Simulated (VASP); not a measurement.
Here is a VASP 6.6.1 calculation.

INCAR

```
SYSTEM = Cu
PREC = Accurate
ENCUT = 820
EDIFF = 1E-6
ISMEAR = 0
SIGMA = 0.15
LREAL = .FALSE.
LASPH = .TRUE.
NELM = 120
ALGO = Normal
ISIF = 2
LWAVE = .FALSE.
LCHARG = .TRUE.
GGA = PS
LELF = .TRUE.
LVHAR = .TRUE.
NBANDS = 26
GGA_COMPAT = .FALSE.
```

KPOINTS

```
Automatic mesh
0
G
  14 14 8
  0 0 0
```

File POSCAR:

```
Cu
1.0
    1.4450917292     -1.4450917292     -1.3600072005
    1.4450917292      1.4450917292     -1.3600072005
    2.8901834585      0.0000000000      2.7200144010
Cu
2
Direct
    0.0000000000      0.0000000000      0.0000000000
    0.5000000000      0.5000000000      0.5000000000
```

Potentials or basis: VASP PAW PBE potentials, release 64 (Cu_sv_GW).

The run is started by

```console
$ cat potpaw_PBE.64/Cu_sv_GW/POTCAR > POTCAR
$ mpirun -np 1 vasp_std > vasp.out
```

(1) Predict the pressure.

(2) Predict the band gap on the k mesh.

Answers

(1) -1.6 GPa.

(2) zero (bands 19 and 20 overlap by 6.22 eV).

Caveat: the PAW data sets were made with another functional, which shifts forces and pressure a little.
